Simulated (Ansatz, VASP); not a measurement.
## Zn2C in VASP and in Ansatz

INCAR

```
SYSTEM = Zn2C
PREC = Accurate ; ENCUT = 520
EDIFF = 1E-8 ; ISMEAR = -1
SIGMA = 0.08 ; LREAL = .FALSE.
LASPH = .TRUE. ; NELM = 60
ALGO = Normal ; ISIF = 2
LWAVE = .FALSE. ; LCHARG = .FALSE.
GGA = PE ; LEFG = .TRUE.
NBANDS = 21
```

File KPOINTS:

```
Automatic mesh
0
G
  11 11 11
  0 0 0
```

File POSCAR:

```
Zn2C
1.0
   -0.0195331916      2.6044255414      2.6044255414
    2.6044255414     -0.0195331916      2.6044255414
    2.5848923498      2.5848923498      0.0000000000
C Zn
1 2
Direct
    0.0000000000      0.0000000000      0.0000000000
    0.2500000000      0.2500000000      0.2500000000
    0.7500000000      0.7500000000      0.7500000000
```

Input for Ansatz:

```yaml
crystal:
  lattice:
    - [-0.0195331916, 2.6044255414, 2.6044255414]
    - [2.6044255414, -0.0195331916, 2.6044255414]
    - [2.5848923498, 2.5848923498, 0.0]
  atoms:
    - { symbol: C, position: [0.0, 0.0, 0.0] }
    - { symbol: Zn, position: [0.25, 0.25, 0.25] }
    - { symbol: Zn, position: [0.75, 0.75, 0.75] }
kpoints:
  mp_grid: { grid: [11, 11, 11] }
scf:
  occupations: { method: fermi_dirac, width: 0.08 }
hamiltonian:
  xc: pbe
  pseudopotentials: { kind: all_electron, datasets: crystal }
output:
  forces: true
  stress: true
  eigenvalues: true
  efg: { contact_densities: true }
```

Change from the starting cell: xy shear strain of -1.5 %, crystal datasets.

Alike in both runs: task electric field gradients; functional PBE; k mesh 11 × 11 × 11; occupations fermi-dirac, width 0.08 eV; no spin polarisation.

|  | VASP | Ansatz |
| --- | --- | --- |
| version | VASP 6.6.1 | Ansatz 0.2.0 |
| potentials or method | VASP PAW PBE potentials, release 64 (C, Zn), cutoff 520 eV | all-electron PAW with datasets made for the crystal, scalar-relativistic |

|  | VASP | Ansatz | Ansatz less VASP |
| --- | --- | --- | --- |
| pressure (GPa) | 0.6 | 0.0 | -0.61 |
| traceless stress, the component that is largest in VASP (GPa) | 0.83 | 0.80 | -0.023 |
| size of Vzz on the site where it differs most (V/Å²) | 3.8 | 3.9 | +0.13 |

Ansatz ran all-electron here, and VASP with PAW potentials.
